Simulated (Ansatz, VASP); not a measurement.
# WC in VASP and in Ansatz

File INCAR:

```
SYSTEM = WC
PREC = Accurate
ENCUT = 520
EDIFF = 1E-7
ISMEAR = -1
SIGMA = 0.15
LREAL = .FALSE.
LASPH = .TRUE.
NELM = 80
ALGO = Normal
ISIF = 2
LWAVE = .FALSE.
LCHARG = .FALSE.
NBANDS = 16
```

KPOINTS

```
Automatic mesh
0
G
  8 8 8
  0 0 0
```

File POSCAR:

```
WC
1.0
    0.0000000000      2.1926800000      2.1926800000
    2.1926800000      0.0000000000      2.1926800000
    2.1926800000      2.1926800000      0.0000000000
W C
1 1
Direct
    0.9985400000      0.0177800000      0.9937700000
    0.4918800000      0.5087100000      0.5022500000
```

Input for Ansatz:

```yaml
crystal:
  lattice:
    - [0.0, 2.19268, 2.19268]
    - [2.19268, 0.0, 2.19268]
    - [2.19268, 2.19268, 0.0]
  atoms:
    - { symbol: W, position: [0.99854, 0.01778, 0.99377] }
    - { symbol: C, position: [0.49188, 0.50871, 0.50225] }
basis:
  ecutwfc: 540.0
  xc_grid: 2
kpoints:
  mp_grid:
    grid: [8, 8, 8]
hamiltonian:
  xc: lda
scf:
  convergence:
    dr2_threshold: 1.0e-09
  occupations:
    method: fermi_dirac
    width: 0.15
output:
  forces: true
  stress: true
```

Alike in both runs: task single point; functional LDA; k mesh 8 × 8 × 8; occupations fermi-dirac, width 0.15 eV; no spin polarisation.

|  | VASP | Ansatz |
| --- | --- | --- |
| version | VASP 6.6.1 | Ansatz 0.2.0 |
| potentials or method | VASP PAW LDA potentials, release 64 (W_sv, C), cutoff 520 eV | plane waves, PAW |
| valence electrons in the cell | 18 | 18 |

```tsv
	VASP	Ansatz	Ansatz less VASP
pressure (GPa)	-13.1	-15.2	-2.11
traceless stress, the component that is largest in VASP (GPa)	0.40	0.40	-0.004
rms of the force components (eV/Å)	0.123	0.119	-0.0043
```

LDA's correlation is that of Perdew and Zunger in VASP and of Perdew and Wang (1992) in Ansatz. Atom by atom the forces differ by 0.004 eV/Å (rms over components). Ansatz's warnings: stress scf threshold loose.

Spin-orbit coupling is off throughout.
